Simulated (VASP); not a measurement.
# CoO (F-43m) in VASP: notebook

Runs on CoO. Level: PBEsol. Tasks: single point.

Program: VASP 6.6.1. These are calculated values, not measurements. Logs are shortened: lines on timing, memory, paths and dates and some standing lists are left out, and cuts for length are marked.

**1. The cell of the first run**

The structure is cubic, space group F-43m (No. 216). The conventional cell has a = 4.349 Å, b = 4.349 Å, c = 4.349 Å, α = 90.00°, β = 90.00°, γ = 90.00°. Co (site symmetry -43m) has 4 O at 1.88 Å within 2.5 Å. Within 2.5 Å of O (site symmetry -43m) lie 4 Co at 1.88 Å.

**2. Single point, PBEsol, collinear spin, ferromagnetic start**

Input file INCAR:

```
SYSTEM = CoO
  ALGO = Normal
  EDIFF = 1E-6
  ENCUT = 520
  GGA = PS
  ISIF = 2
  ISMEAR = 0
  ISPIN = 2
  LASPH = .TRUE.
  LCHARG = .FALSE.
  LMAXMIX = 4
  LORBIT = 11
  LREAL = .FALSE.
  LWAVE = .FALSE.
  MAGMOM = 2.2 0.29
  NBANDS = 18
  NELM = 150
  PREC = Accurate
  SIGMA = 0.1
```

Input file KPOINTS:

```
k-points
0
G
  16 16 16
  0 0 0
```

Input file POSCAR:

```
CoO
1.0
    0.0000000000      2.1744804960      2.1744804960
    2.1744804960      0.0000000000      2.1744804960
    2.1744804960      2.1744804960      0.0000000000
Co O
1 1
Direct
    0.0000000000      0.0000000000      0.0000000000
    0.2500000000      0.2500000000      0.2500000000
```

Potentials or basis: VASP PAW PBE potentials, release 64 (Co, O).

Run with:

```console
cat potpaw_PBE.64/Co/POTCAR potpaw_PBE.64/O/POTCAR > POTCAR
mpirun -np 1 vasp_std > vasp.out
```

OUTCAR:

```text
SYSTEM = CoO
   EDIFF = 1E-6
   ENCUT = 520
   GGA = PS
   ISIF = 2
   ISMEAR = 0
   ISPIN = 2
   LASPH = .TRUE.
   LORBIT = 11
   LREAL = .FALSE.
   NELM = 150
   PREC = Accurate

 ion  position               nearest neighbor table
   1  0.000  0.000  0.000-   2 1.88   2 1.88   2 1.88   2 1.88
   2  0.250  0.250  0.250-   1 1.88   1 1.88   1 1.88   1 1.88

  LATTYP: Found a face centered cubic cell.
 ALAT       =     4.3489609920

  Lattice vectors:

 A1 = (   0.0000000000,   2.1744804960,   2.1744804960)
 A2 = (   2.1744804960,   0.0000000000,   2.1744804960)
 A3 = (   2.1744804960,   2.1744804960,   0.0000000000)

Analysis of symmetry for initial positions (statically):
=====================================================================
 Subroutine PRICEL returns:
 Original cell was already a primitive cell.

 Routine SETGRP: Setting up the symmetry group for a
 face centered cubic supercell.

 Subroutine GETGRP returns: Found 24 space group operations
 (whereof 24 operations were pure point group operations)
 out of a pool of 48 trial point group operations.

The static configuration has the point symmetry T_d .

Analysis of symmetry for dynamics (positions and initial velocities):
=====================================================================
 Subroutine PRICEL returns:
 Original cell was already a primitive cell.

 Routine SETGRP: Setting up the symmetry group for a
 face centered cubic supercell.

 Subroutine GETGRP returns: Found 24 space group operations
 (whereof 24 operations were pure point group operations)
 out of a pool of 48 trial point group operations.

The dynamic configuration has the point symmetry T_d .

Analysis of structural, dynamic, and magnetic symmetry:
=====================================================================
 Subroutine PRICEL returns:
 Original cell was already a primitive cell.

 Routine SETGRP: Setting up the symmetry group for a
 face centered cubic supercell.

 Subroutine GETGRP returns: Found 24 space group operations
 (whereof 24 operations were pure point group operations)
 out of a pool of 48 trial point group operations.

The overall configuration has the point symmetry T_d .

 Subroutine INISYM returns: Found 24 space group operations
 (whereof 24 operations are pure point group operations),
 and found     1 'primitive' translations

----------------------------------------------------------------------------------------

                                     Primitive cell

  volume of cell :      20.5635

  direct lattice vectors                    reciprocal lattice vectors
     0.000000000  2.174480496  2.174480496    -0.229939979  0.229939979  0.229939979
     2.174480496  0.000000000  2.174480496     0.229939979 -0.229939979  0.229939979
     2.174480496  2.174480496  0.000000000     0.229939979  0.229939979 -0.229939979

  length of vectors
     3.075179809  3.075179809  3.075179809     0.398267727  0.398267727  0.398267727

  position of ions in fractional coordinates (direct lattice)
     0.000000000  0.000000000  0.000000000
     0.250000000  0.250000000  0.250000000

  ion indices of the primitive-cell ions
   primitive index   ion index
                 1           1
                 2           2

----------------------------------------------------------------------------------------

 KPOINTS: k-points

Automatic generation of k-mesh.
 Grid dimensions read from file:
 generate k-points for:   16   16   16

 Generating k-lattice:

  Cartesian coordinates                     Fractional coordinates (reciprocal lattice)
    -0.014371249  0.014371249  0.014371249     0.062500000  0.000000000  0.000000000
     0.014371249 -0.014371249  0.014371249     0.000000000  0.062500000  0.000000000
     0.014371249  0.014371249 -0.014371249     0.000000000  0.000000000  0.062500000

  Length of vectors
     0.024891733  0.024891733  0.024891733

  Shift w.r.t. Gamma in fractional coordinates (k-lattice)
     0.000000000  0.000000000  0.000000000

 Subroutine IBZKPT returns following result:
 ===========================================

 Found    145 irreducible k-points:

 Following reciprocal coordinates:
            Coordinates               Weight
  0.000000  0.000000  0.000000      1.000000
  0.062500  0.000000  0.000000      8.000000
  0.125000  0.000000  0.000000      8.000000
  0.187500  0.000000  0.000000      8.000000
  0.250000  0.000000  0.000000      8.000000
  0.312500  0.000000  0.000000      8.000000
[... 16 lines left out ...]
 -0.125000  0.062500  0.000000     24.000000
 -0.062500  0.062500  0.000000     12.000000
 [... further k-points ...]
   k-points           NKPTS =    145   k-points in BZ     NKDIM =    145   number of bands    NBANDS=     18
   number of dos      NEDOS =    301   number of ions     NIONS =      2
   total plane-waves  NPLWV =  13824
   dimension x,y,z NGX =    24 NGY =   24 NGZ =   24
   dimension x,y,z NGXF=    48 NGYF=   48 NGZF=   48
   ions per type =               1   1
   NGX,Y,Z   is equivalent  to a cutoff of  12.97, 12.97, 12.97 a.u.
   NGXF,Y,Z  is equivalent  to a cutoff of  25.95, 25.95, 25.95 a.u.
 SYSTEM =  CoO
   PREC   = accura    normal or accurate (medium, high low for compatibility)
   ISTART =      0    job   : 0-new  1-cont  2-samecut
   ICHARG =      2    charge: 1-file 2-atom 10-const
   ISPIN  =      2    spin polarized calculation?
   LNONCOLLINEAR =      F non collinear calculations
   LSORBIT =      F    spin-orbit coupling
   LASPH  =      T    aspherical Exc in radial PAW
   ENCUT  =  520.0 eV  38.22 Ry    6.18 a.u.   5.72  5.72  5.72*2*pi/ulx,y,z
   NELM   =    150;   NELMIN=  2; NELMDL= -5     # of ELM steps
   EDIFF  = 0.1E-05   stopping-criterion for ELM
   LREAL  =      F    real-space projection
   EDIFFG = 0.1E-04   stopping-criterion for IOM
   NSW    =      0    number of steps for IOM
   IBRION =     -1    ionic relax: 0-MD 1-quasi-New 2-CG
   NFREE  =      0    steps in history (QN), initial steepest desc. (CG)
   ISIF   =      2    stress and relaxation
   ISYM   =      2    0-nonsym 1-usesym 2-fastsym
   POTIM  = 0.5000    time-step for ionic-motion
   TEBEG  =    0.0;   TEEND  =   0.0 temperature during run
   PSTRESS=    0.0 pullay stress
   NELECT =      15.0000    total number of electrons
   NUPDOWN=      -1.0000    fix difference up-down
   EMIN   =  10.00;   EMAX   =-10.00  energy-range for DOS
   EFERMI =   0.00;   METHOD = LEGACY
   ISMEAR =     0;   SIGMA  =   0.10  broadening in eV -4-tet -1-fermi 0-gaus
   EFERMI_NEDOS =   21; number of points for ismear=-14 and -15
   IALGO  =     38    algorithm
   IMIX   =      4    mixing-type and parameters
     AMIX     =   0.40;   BMIX     =  1.00
     AMIX_MAG =   1.60;   BMIX_MAG =  1.00
  volume/ion in A,a.u.               =      10.28        69.38
  Fermi-wavevector in a.u.,A,eV,Ry     =   1.473691  2.784872 29.548655  2.171765
  Thomas-Fermi vector in A             =   2.588553
   LORBIT       =     11    0 simple, 1 ext, 2 COOP (PROOUT), +10 PAW based schemes
   GGA     = PS    functional components
   LHFCALC =     F    Hartree Fock is set to
   AEXX    =    0.0000 exact exchange contribution
   IVDW    =     0    specifies the selected vdW correction
   LEPSILON=     F    determine dielectric tensor
   LRPA    =     F    only Hartree local field effects (RPA)
 spin polarized calculation
 Gauss-broadening in eV      SIGMA  =   0.10
  energy-cutoff  :      520.00
  volume of cell :       20.56
 maximum number of plane-waves:       568
   NGX = 11   NGY = 11   NGZ = 11

 number of electron      14.9999997 magnetization       1.8251594

 Free energy of the ion-electron system (eV)
  ---------------------------------------------------
  ext. energy  EPLUGINS =         0.00000000
  ---------------------------------------------------
  free energy    TOTEN  =       -14.28254361 eV

  energy without entropy =      -14.27290570  energy(sigma->0) =      -14.27772466

 E-fermi :   7.1012     XC(G=0): -12.0940

 val. band max:        7.0997063690   @ k =  -0.2500   0.3125   0.0625
 cond. band min:       7.1101175180   @ k =  -0.2500   0.2500   0.0000
 fundamental gap:      0.0104111490
 Fermi energy:         7.1011878973

 spin component 1

 k-point     1 :       0.0000    0.0000    0.0000
  band No.  band energies     occupation
      1     -13.7425      1.00000
      2       0.3726      1.00000
      3       0.3726      1.00000
      4       0.3726      1.00000
      5       5.1731      1.00000
      6       5.1731      1.00000
[... 10 lines left out ...]
     17      28.3912      0.00000
     18      31.0767      0.00000
[... 463 lines left out ...]
 k-point    24 :      -0.0625    0.0625    0.0000
  band No.  band energies     occupation
      1     -13.6679      1.00000
      2       0.1942      1.00000
      3       0.4157      1.00000
      4       0.4163      1.00000
      5       5.1114      1.00000
      6       5.1730      1.00000
[... 10 lines left out ...]
     17      30.3460      0.00000
     18      31.9034      0.00000

 [... further k-points ...]

 spin component 2

 k-point     1 :       0.0000    0.0000    0.0000
  band No.  band energies     occupation
      1     -13.4410      1.00000
      2       1.1312      1.00000
      3       1.1312      1.00000
      4       1.1312      1.00000
      5       6.3306      1.00000
      6       6.3307      1.00000
[... 10 lines left out ...]
     17      28.7865      0.00000
     18      31.3811      0.00000
[... 463 lines left out ...]
 k-point    24 :      -0.0625    0.0625    0.0000
  band No.  band energies     occupation
      1     -13.3643      1.00000
      2       0.8965      1.00000
      3       1.1612      1.00000
      4       1.1673      1.00000
      5       6.2781      1.00000
      6       6.3360      1.00000
[... 10 lines left out ...]
     17      30.5596      0.00000
     18      32.2188      0.00000

 [... further k-points ...]
[... 5 lines left out ...]
  --------------------------------------------------------------------------------------
  -------------------------------------------------------------------------------------
  Total       -0.0139750     -0.0139750     -0.0139750      0.0000000     -0.0000000      0.0000000
  in kB       -1.0888463     -1.0888463     -1.0888463      0.0000000     -0.0000000      0.0000000
  external PRESSURE =      -1.0888463 kB  Pullay stress =       0.0000000 kB

 VOLUME and BASIS-vectors are now :
 -----------------------------------------------------------------------------
  energy-cutoff  :      520.00
  volume of cell :       20.56
      direct lattice vectors                 reciprocal lattice vectors
     0.000000000  2.174480496  2.174480496    -0.229939979  0.229939979  0.229939979
     2.174480496  0.000000000  2.174480496     0.229939979 -0.229939979  0.229939979
     2.174480496  2.174480496  0.000000000     0.229939979  0.229939979 -0.229939979

 POSITION                                       TOTAL-FORCE (eV/Angst)
 -----------------------------------------------------------------------------------
      0.00000      0.00000      0.00000        -0.000000     -0.000000     -0.000000
      1.08724      1.08724      1.08724         0.000000      0.000000      0.000000
 -----------------------------------------------------------------------------------
    total drift:                                0.000000      0.000000      0.000000

  FREE ENERGIE OF THE ION-ELECTRON SYSTEM (eV)
  ---------------------------------------------------
  free  energy   TOTEN  =       -14.2825436137 eV

  energy  without entropy=      -14.2729056982  energy(sigma->0) =      -14.27772466

 total charge

# of ion       s       p       d       tot
------------------------------------------
    1        0.382   0.542   7.334   8.258
    2        1.551   3.438   0.000   4.989
--------------------------------------------------
tot          1.933   3.980   7.334  13.247

 magnetization (x)

# of ion       s       p       d       tot
------------------------------------------
    1        0.008   0.041   1.574   1.623
    2        0.016   0.147   0.000   0.162
--------------------------------------------------
tot          0.024   0.187   1.574   1.785
```

Run time: 42 s. Hardware: 1 thread of Intel Xeon 6975P-C, shared host; peak memory 0.21 GiB.

What came out:

```yaml
Free_energy: -14.2825 eV
Pressure: -0.1 GPa
Net_moment: 1.83 μB per cell
Site_moments: Co +1.62; O +0.16 μB
Valence_electrons_inside_the_program's_atomic_spheres: Co 8.26; O 4.99
```

Caveat: the PAW data sets were made with another functional, which shifts forces and pressure a little; a cell with one magnetic atom can't hold antiferromagnetic order, which such compounds often take; semilocal functionals often make such compounds metallic where correlation or magnetic order opens a gap, which also shifts bond lengths. With open d or f shells a metallic result of PBEsol can be an artefact of self-interaction; +U or a hybrid may open a gap.

**3. Single point, PBEsol, collinear spin, ferromagnetic start**

Input file INCAR:

```
SYSTEM = CoO
PREC = Accurate ; ENCUT = 520
EDIFF = 1E-6 ; ISMEAR = 0
SIGMA = 0.1 ; LREAL = .FALSE.
LASPH = .TRUE. ; NELM = 150
ALGO = Normal ; ISIF = 2
LWAVE = .FALSE. ; LCHARG = .TRUE.
ISPIN = 2 ; MAGMOM = 3 0
LORBIT = 11 ; LMAXMIX = 4
GGA = PS ; LELF = .TRUE.
LVHAR = .TRUE. ; NBANDS = 18
```

Input file KPOINTS:

```
regular mesh
0
G
  16 16 16
  0 0 0
```

POSCAR is that of step 2.

Potentials or basis: VASP PAW PBE potentials, release 64 (Co, O).

Run with:

```console
cat potpaw_PBE.64/Co/POTCAR potpaw_PBE.64/O/POTCAR > POTCAR
mpirun -np 1 vasp_std > vasp.out
```

It took 62 s on 1 thread of Intel Xeon 6975P-C, shared host; peak memory 0.21 GiB.

It converged, with:

```
Free energy                                           : -14.2825 eV
Pressure                                              : -0.2 GPa
Net moment                                            : 1.82 μB per cell
Site moments                                          : Co +1.62; O +0.16 μB
Valence electrons inside the program's atomic spheres : Co 8.26; O 4.99
```

Levels at points of the mesh, in eV from the Fermi level:
Spin up:
```
           k point  band 7  band 8  band 9  band 10  band 11  band 12
(0.00, 0.00, 0.00)    0.39    0.90    0.90     0.90    15.02    15.02
(0.50, 0.00, 0.00)   -1.81   -0.08   -0.08     6.19     7.52    14.46
(0.50, 0.50, 0.00)   -1.32   -1.32   -1.20     5.69    10.73    11.92
```
Spin down:
```csv
k point,band 5,band 6,band 7,band 8,band 9,band 10
"(0.00, 0.00, 0.00)",-0.77,-0.77,0.65,2.48,2.48,2.48
"(0.50, 0.00, 0.00)",-0.53,-0.53,-0.25,1.47,1.47,6.46
"(0.50, 0.50, 0.00)",-1.48,-0.32,-0.16,0.54,0.54,6.39
```

Caveat: the PAW data sets were made with another functional, which shifts forces and pressure a little; a cell with one magnetic atom can't hold antiferromagnetic order, which such compounds often take; semilocal functionals often make such compounds metallic where correlation or magnetic order opens a gap, which also shifts bond lengths. With open d or f shells a metallic result of PBEsol can be an artefact of self-interaction; +U or a hybrid may open a gap.
